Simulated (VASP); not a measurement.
**Pd: single point with RPBE**

Crystal: Pd.

```
Pd
1.0
     2.80551    0.00000    0.00000
    -1.40275    2.42964    0.00000
     0.00000    0.00000    9.27947
Pd
4
Direct
  0.00000 0.00000 0.00000
  0.00000 0.00000 0.50000
  0.33333 0.66667 0.25000
  0.66667 0.33333 0.75000
```

This isn't the form of Pd at room conditions, which is fcc.

```json
{"Program": "VASP 6.6.1", "Task": "single point", "Functional": "RPBE", "Potentials or basis": "VASP PAW PBE potentials, release 64 (Pd)", "Cutoff": "520 eV", "k mesh": "14 × 14 × 4", "Occupations": "fermi-dirac, width 0.05 eV", "Spin": "collinear spin", "Starting moments": "[0.387, 0.387, 0.395, 0.395] μB", "Dipole correction": "no", "Further INCAR settings": "ALGO = Normal; EDIFF = 1e-06; NBANDS = 32"}
```

```yaml
Pressure: 0.0 GPa
Net_moment: 1.55 μB per cell
Site_moments: Pd +0.38, +0.40 (each value once) μB
Valence_electrons_inside_the_program's_atomic_spheres: Pd 9.31
```

Stress tensor (GPa, compression positive):
```
 0.36  0.00  0.00
 0.00  0.36  0.00
 0.00  0.00 -0.58
```

Levels at points of the mesh, in eV from the Fermi level:
Spin up:
| k point | band 18 | band 19 | band 20 | band 21 | band 22 | band 23 |
| --- | --- | --- | --- | --- | --- | --- |
| (0.00, 0.00, 0.00) | -1.10 | -1.10 | -0.81 | -0.81 | -0.30 | -0.30 |
| (0.50, 0.00, 0.00) | -0.06 | -0.04 | -0.03 | 1.56 | 2.48 | 3.51 |
| (0.00, 0.00, 0.50) | -1.32 | -0.78 | -0.78 | -0.52 | -0.52 | -0.52 |
| (0.50, 0.00, 0.50) | -0.18 | -0.05 | -0.05 | 2.38 | 2.38 | 3.70 |
Spin down:
| k point | band 16 | band 17 | band 18 | band 19 | band 20 | band 21 | band 22 | band 23 | band 24 | band 25 |
| --- | --- | --- | --- | --- | --- | --- | --- | --- | --- | --- |
| (0.00, 0.00, 0.00) | -1.26 | -1.26 | -0.83 | -0.83 | -0.53 | -0.53 | -0.01 | -0.01 | 1.05 | 6.70 |
| (0.50, 0.00, 0.00) | 0.14 | 0.21 | 0.30 | 0.31 | 0.33 | 1.57 | 2.48 | 3.64 | 4.10 | 7.51 |
| (0.00, 0.00, 0.50) | -1.06 | -1.06 | -1.06 | -0.72 | -0.72 | -0.23 | -0.23 | -0.23 | -0.23 | 9.30 |
| (0.50, 0.00, 0.50) | -0.36 | 0.16 | 0.16 | 0.30 | 0.30 | 2.49 | 2.49 | 3.80 | 3.80 | 7.72 |

Wall time 5.7 min on 1 thread of Oxide Virtual Turin-like Processor, on a shared host, peak memory 0.32 GiB.

Caveat: the PAW data sets were made with another functional, which shifts forces and pressure a little.
